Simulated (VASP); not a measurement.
# Na2H in VASP: notebook

The runs below take Na2H through single point, relaxation of cell and atoms, with PBE.

All numbers are computed with VASP 6.6.1; they aren't measurements. Logs are shortened: lines on timing, memory, paths and dates and some standing lists are left out, and cuts for length are marked.

### Step 1. The cell of the first run

The structure is tetragonal, space group P4/mmm (No. 123). Conventional cell: a = 4.655 Å, b = 4.655 Å, c = 3.492 Å, α = 90.00°, β = 90.00°, γ = 90.00°. Within 3.1 Å of Na (site symmetry mmm) lie 2 H at 2.33 Å. H (site symmetry 4/mmm) has 4 Na at 2.33 Å within 3.1 Å.

### Step 2. Single point, PBE

INCAR

```
SYSTEM = Na2H
PREC     = Accurate       ! precision mode
ENCUT    = 520            ! plane-wave cutoff, eV
EDIFF    = 1E-7           ! SCF threshold, eV
ISMEAR   = 0              ! smearing method
SIGMA    = 0.1            ! smearing width, eV
LREAL    = .FALSE.        ! projectors in reciprocal space
LASPH    = .TRUE.         ! aspherical terms in the spheres
NELM     = 100            ! most SCF steps
ALGO     = Normal         ! electronic algorithm
ISIF     = 2              ! what is computed and relaxed
LWAVE    = .FALSE.        ! write WAVECAR
LCHARG   = .FALSE.        ! write CHGCAR
GGA      = PE             ! functional
NBANDS   = 14             ! bands
```

KPOINTS

```
Automatic mesh
0
G
  10 10 14
  0 0 0
```

POSCAR

```
Na2H
1.0
    4.6551378983      0.0000000000      0.0000000000
    0.0000000000      4.6551378983      0.0000000000
    0.0000000000      0.0000000000      3.4916180183
Na H
2 1
Direct
    0.0000000000      0.5000000000      0.0000000000
    0.5000000000      0.0000000000      0.0000000000
    0.5000000000      0.5000000000      0.0000000000
```

Potentials or basis: VASP PAW PBE potentials, release 64 (Na_pv, H).

Command:

```console
> cat potpaw_PBE.64/Na_pv/POTCAR potpaw_PBE.64/H/POTCAR > POTCAR
> mpirun -np 1 vasp_std > vasp.out
```

OUTCAR:

```text
SYSTEM = Na2H
   PREC = Accurate
   ENCUT = 520
   EDIFF = 1E-7
   ISMEAR = 0
   LREAL = .FALSE.
   LASPH = .TRUE.
   NELM = 100
   ISIF = 2
   GGA = PE

 ion  position               nearest neighbor table
   1  0.000  0.500  0.000-
   2  0.500  0.000  0.000-
   3  0.500  0.500  0.000-

  LATTYP: Found a simple tetragonal cell.
 ALAT       =     4.6551378983
 C/A-ratio  =     0.7500568393

  Lattice vectors:

 A1 = (   4.6551378983,   0.0000000000,   0.0000000000)
 A2 = (   0.0000000000,   4.6551378983,   0.0000000000)
 A3 = (   0.0000000000,   0.0000000000,   3.4916180183)

Analysis of symmetry for initial positions (statically):
=====================================================================
 Subroutine PRICEL returns:
 Original cell was already a primitive cell.

 Routine SETGRP: Setting up the symmetry group for a
 simple tetragonal supercell.

 Subroutine GETGRP returns: Found 16 space group operations
 (whereof 16 operations were pure point group operations)
 out of a pool of 16 trial point group operations.

The static configuration has the point symmetry D_4h.

Analysis of symmetry for dynamics (positions and initial velocities):
=====================================================================
 Subroutine PRICEL returns:
 Original cell was already a primitive cell.

 Routine SETGRP: Setting up the symmetry group for a
 simple tetragonal supercell.

 Subroutine GETGRP returns: Found 16 space group operations
 (whereof 16 operations were pure point group operations)
 out of a pool of 16 trial point group operations.

The dynamic configuration has the point symmetry D_4h.

 Subroutine INISYM returns: Found 16 space group operations
 (whereof 16 operations are pure point group operations),
 and found     1 'primitive' translations

----------------------------------------------------------------------------------------

                                     Primitive cell

  volume of cell :      75.6644

  direct lattice vectors                    reciprocal lattice vectors
     4.655137898  0.000000000  0.000000000     0.214816408  0.000000000  0.000000000
     0.000000000  4.655137898  0.000000000     0.000000000  0.214816408  0.000000000
     0.000000000  0.000000000  3.491618018     0.000000000  0.000000000  0.286400172

  length of vectors
     4.655137898  4.655137898  3.491618018     0.214816408  0.214816408  0.286400172

  position of ions in fractional coordinates (direct lattice)
     0.000000000  0.500000000  0.000000000
     0.500000000  0.000000000  0.000000000
[... 86 lines left out ...]
   ISYM   =      2    0-nonsym 1-usesym 2-fastsym
   POTIM  = 0.5000    time-step for ionic-motion
   TEBEG  =    0.0;   TEEND  =   0.0 temperature during run
   PSTRESS=    0.0 pullay stress
   NELECT =      15.0000    total number of electrons
   NUPDOWN=      -1.0000    fix difference up-down
   EMIN   =  10.00;   EMAX   =-10.00  energy-range for DOS
   EFERMI =   0.00;   METHOD = LEGACY
   ISMEAR =     0;   SIGMA  =   0.10  broadening in eV -4-tet -1-fermi 0-gaus
   EFERMI_NEDOS =   21; number of points for ismear=-14 and -15
   IALGO  =     38    algorithm
   IMIX   =      4    mixing-type and parameters
     AMIX     =   0.40;   BMIX     =  1.00
     AMIX_MAG =   1.60;   BMIX_MAG =  1.00
  volume/ion in A,a.u.               =      25.22       170.20
  Fermi-wavevector in a.u.,A,eV,Ry     =   0.954570  1.803877 12.397693  0.911205
  Thomas-Fermi vector in A             =   2.083329
   LORBIT       =      0    0 simple, 1 ext, 2 COOP (PROOUT), +10 PAW based schemes
   GGA     = PE    functional components
   LHFCALC =     F    Hartree Fock is set to
   AEXX    =    0.0000 exact exchange contribution
   IVDW    =     0    specifies the selected vdW correction
   LEPSILON=     F    determine dielectric tensor
   LRPA    =     F    only Hartree local field effects (RPA)
 non-spin polarized calculation
 Gauss-broadening in eV      SIGMA  =   0.10
  energy-cutoff  :      520.00
  volume of cell :       75.66
 maximum number of plane-waves:      2062
 NGX is ok and might be reduce to    36
   NGX = 17   NGY = 17   NGZ = 13

 number of electron      15.0000016 magnetization

 Free energy of the ion-electron system (eV)
  ---------------------------------------------------
  ext. energy  EPLUGINS =         0.00000000
  ---------------------------------------------------
  free energy    TOTEN  =        -5.63231554 eV

  energy without entropy =       -5.62756560  energy(sigma->0) =       -5.62994057

 E-fermi :   0.3641     XC(G=0):  -6.6008

 val. band max:        0.3570908300   @ k =   0.2000   0.1000   0.2143
 cond. band min:       0.3678390438   @ k =   0.2000   0.0000   0.2143
 fundamental gap:      0.0107482138
 Fermi energy:         0.3640608049

 k-point     1 :       0.0000    0.0000    0.0000
  band No.  band energies     occupation
      1     -24.6593      2.00000
      2     -24.6559      2.00000
      3     -24.6559      2.00000
      4     -24.6476      2.00000
      5     -24.5585      2.00000
      6     -24.5585      2.00000
      7      -4.2542      2.00000
      8       0.5268      0.02135
      9       3.6648      0.00000
     10       3.6648      0.00000
     11       5.0129      0.00000
     12       7.0458      0.00000
     13       8.9705      0.00000
     14       9.3373      0.00000
[... 377 lines left out ...]
      1     -24.6601      2.00000
      2     -24.6533      2.00000
      3     -24.6526      2.00000
      4     -24.6504      2.00000
      5     -24.5625      2.00000
      6     -24.5614      2.00000
      7      -4.0008      2.00000
      8       0.0633      1.99998
      9       3.1181      0.00000
     10       3.9629      0.00000
     11       6.2024      0.00000
     12       7.0767      0.00000
     13       7.6394      0.00000
     14       8.7455      0.00000

 [... further k-points ...]
[... 5 lines left out ...]
  --------------------------------------------------------------------------------------
  -------------------------------------------------------------------------------------
  Total       -0.0228032     -0.0228032      0.0075491      0.0000000      0.0000000      0.0000000
  in kB       -0.4828529     -0.4828529      0.1598504      0.0000000      0.0000000      0.0000000
  external PRESSURE =      -0.2686184 kB  Pullay stress =       0.0000000 kB

 VOLUME and BASIS-vectors are now :
 -----------------------------------------------------------------------------
  energy-cutoff  :      520.00
  volume of cell :       75.66
      direct lattice vectors                 reciprocal lattice vectors
     4.655137898  0.000000000  0.000000000     0.214816408  0.000000000  0.000000000
     0.000000000  4.655137898  0.000000000     0.000000000  0.214816408  0.000000000
     0.000000000  0.000000000  3.491618018     0.000000000  0.000000000  0.286400172

 POSITION                                       TOTAL-FORCE (eV/Angst)
 -----------------------------------------------------------------------------------
      0.00000      2.32757      0.00000         0.000000      0.000000      0.000000
      2.32757      0.00000      0.00000         0.000000      0.000000      0.000000
      2.32757      2.32757      0.00000         0.000000      0.000000      0.000000
 -----------------------------------------------------------------------------------
    total drift:                                0.000000      0.000000     -0.000000

  FREE ENERGIE OF THE ION-ELECTRON SYSTEM (eV)
  ---------------------------------------------------
  free  energy   TOTEN  =        -5.6323155404 eV

  energy  without entropy=       -5.6275656003  energy(sigma->0) =       -5.62994057
```

stdout:

```text
POSCAR found type information on POSCAR NaH
 POSCAR found :  2 types and       3 ions
 scaLAPACK will be used
 LDA part: xc-table for (Slater+PW92), standard interpolation
 POSCAR, INCAR and KPOINTS ok, starting setup
 FFT: planning ... GRIDC
 FFT: planning ... GRID_SOFT
 FFT: planning ... GRID
 WAVECAR not read
 entering main loop
```

Wall time 1.9 min (1 thread of Intel Xeon Platinum 8259CL at 2.50GHz (Skylake/Cascade Lake), shared host); peak memory 0.28 GiB.

What came out:

```yaml
Free_energy: -5.6323 eV
Pressure: 0.0 GPa
```

### Step 3. Relaxation of cell and atoms, PBE

INCAR

```
SYSTEM = Na2H
ALGO = Normal
EDIFF = 1E-7
EDIFFG = -0.01
ENCUT = 600
GGA = PE
IBRION = 2
ISIF = 3
ISMEAR = 0
LASPH = .True.
LCHARG = .False.
LREAL = .False.
LWAVE = .False.
NELM = 100
NSW = 100
PREC = Accurate
SIGMA = 0.1
```

KPOINTS

```
k-points
0
Gamma
  10 10 14
  0 0 0
```

POSCAR is that of step 2.

Potentials or basis: VASP PAW PBE potentials, release 64 (Na_pv, H).

Command:

```console
> cat potpaw_PBE.64/Na_pv/POTCAR potpaw_PBE.64/H/POTCAR > POTCAR
> mpirun -np 1 vasp_std > vasp.out
```

Wall time 1.9 min (1 thread of Intel Xeon Platinum 8259CL at 2.50GHz (Skylake/Cascade Lake), shared host); peak memory 0.3 GiB.

The run converged. Its results:

```
Free energy             : -5.6325 eV
Pressure after relaxing : 0.0 GPa
```

Final structure:
```cif
data_structure
_symmetry_space_group_name_H-M 'P 1'
_symmetry_Int_Tables_number 1
_cell_length_a 4.6551
_cell_length_b 4.6551
_cell_length_c 3.4916
_cell_angle_alpha 90.000
_cell_angle_beta 90.000
_cell_angle_gamma 90.000
_cell_volume 75.66
loop_
_atom_site_label
_atom_site_type_symbol
_atom_site_fract_x
_atom_site_fract_y
_atom_site_fract_z
_atom_site_occupancy
Na1 Na 0.00000 0.50000 0.00000 1
Na2 Na 0.50000 0.00000 0.00000 1
H1 H 0.50000 0.50000 0.00000 1
```

Levels at points of the mesh, in eV from the Fermi level:
```tsv
k point	band 3	band 4	band 5	band 6	band 7	band 8	band 9	band 10	band 11
(0.00, 0.00, 0.00)	-25.02	-25.01	-24.92	-24.92	-4.62	0.16	3.30	3.30	4.65
(0.50, 0.00, 0.00)	-25.01	-25.01	-24.94	-24.93	-3.86	-1.47	2.74	4.73	4.92
(0.50, 0.50, 0.00)	-25.02	-24.98	-24.97	-24.90	-3.35	0.09	0.44	0.44	7.42
(0.00, 0.00, 0.50)	-25.02	-25.02	-24.92	-24.92	-3.11	-0.05	2.67	5.89	5.89
(0.50, 0.00, 0.50)	-25.01	-25.01	-24.93	-24.93	-2.70	1.53	1.58	1.61	6.62
(0.50, 0.50, 0.50)	-25.04	-24.97	-24.97	-24.89	-2.40	2.84	3.10	3.24	3.24
```

Caveat: the relaxation stopped at its first step, so nothing moved.

### Step 4. Single point, PBE

INCAR

```
SYSTEM = Na2H
PREC = Accurate
ENCUT = 520
EDIFF = 1E-7
ISMEAR = 0
SIGMA = 0.1
LREAL = .False.
LASPH = .True.
NELM = 100
ALGO = Normal
ISIF = 2
LWAVE = .False.
LCHARG = .False.
GGA = PE
NBANDS = 14
```

KPOINTS

```
Automatic mesh
0
Gamma
  6 6 8
  0 0 0
```

POSCAR

```
Na2H
1.0
    3.2940189647     -3.2893385220      0.0000000000
    3.2940189647      3.2893385220      0.0000000000
    0.0000000000      0.0000000000      3.4916180183
Na H
2 1
Direct
    0.0000000000      0.5000000000      0.0000000000
    0.5000000000      0.0000000000      0.0000000000
    0.5000000000      0.5000000000      0.0000000000
```

Command:

```console
> cat potpaw_PBE.64/Na_pv/POTCAR potpaw_PBE.64/H/POTCAR > POTCAR
> mpirun -np 1 vasp_std > vasp.out
```

Wall time 47 s (1 thread of Intel Xeon Platinum 8259CL at 2.50GHz (Skylake/Cascade Lake), shared host); peak memory 0.21 GiB.

It converged, with:

```
Free energy : -5.6341 eV
Pressure    : 0.0 GPa
```

Stress tensor (GPa, compression positive):
```
-0.08  0.00  0.00
 0.00 -0.02  0.00
 0.00  0.00  0.02
```

Levels at points of the mesh, in eV from the Fermi level:
```csv
k point,band 5,band 6,band 7,band 8,band 9,band 10
"(0.00, 0.00, 0.00)",-24.93,-24.93,-4.61,0.17,3.30,3.30
"(0.50, 0.00, 0.00)",-24.94,-24.94,-3.86,-1.47,2.75,4.73
"(0.50, 0.50, 0.00)",-24.98,-24.90,-3.34,0.08,0.43,0.45
"(0.00, 0.00, 0.50)",-24.92,-24.92,-3.10,-0.05,2.67,5.89
"(0.50, 0.00, 0.50)",-24.94,-24.93,-2.69,1.53,1.58,1.61
"(0.50, 0.50, 0.50)",-24.97,-24.90,-2.39,2.84,3.09,3.23
```

### Step 5. The runs side by side

| task | cell | k mesh | cutoff (eV) | gap on the mesh (eV) | pressure (GPa) |
| --- | --- | --- | --- | --- | --- |
| single point | a = 4.655, b = 4.655, c = 3.492 Å, 3 atoms | 10 × 10 × 14 | 520 | none | 0.0 |
| relaxation of cell and atoms | relaxed from a = 4.655, b = 4.655, c = 3.492 Å, 3 atoms | 10 × 10 × 14 | 600 | none | 0.0 |
| single point | a = 4.655, b = 4.655, c = 3.492 Å, angles 90.0, 90.0, 89.9°, 3 atoms | 6 × 6 × 8 | 520 | none | 0.0 |

Alike in all rows: level PBE; potentials or basis VASP PAW PBE potentials, release 64 (Na_pv, H); no spin polarisation; smearing gaussian 0.1 eV.

Caveats: the relaxation stopped at its first step, so nothing moved (some runs).

Absolute energies hang on the potentials; compare differences alone.
